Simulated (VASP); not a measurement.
The system is ZrB2.

```xyz
3
Lattice="3.1910 0.0000 0.0000 -1.5955 2.7635 0.0000 0.0000 0.0000 3.5564" Properties=species:S:1:pos:R:3 pbc="T T T"
Zr    0.0000    0.0000    0.0000
B     1.5955    0.9212    1.7782
B     0.0000    1.8423    1.7782
```

Base run:

```yaml
Program: VASP 6.6.1
Functional: r2SCAN
Potentials_or_basis: VASP PAW PBE potentials, release 64 (Zr_sv, B)
Cutoff: 520 eV
k_mesh: 10 × 10 × 8
Occupations: fermi-dirac, width 0.05 eV
Spin: no spin polarisation
```

Its results: band gap on the k mesh zero (band 9 reaches 11.04 eV, above the bottom of band 10 at 10.19 eV); pressure -3.8 GPa.

Task: The run is repeated on the same cell with these changes: functional from r2SCAN to LDA; potentials or basis from VASP PAW PBE potentials, release 64 (Zr_sv, B) to VASP PAW LDA potentials, release 64 (Zr_sv, B). What comes out?

Result: Band gap on the k mesh zero (band 9 reaches 10.79 eV, above the bottom of band 10 at 10.01 eV); pressure -12.7 GPa.

Caveats: the PAW data sets were made with another functional, which shifts forces and pressure a little (some runs).
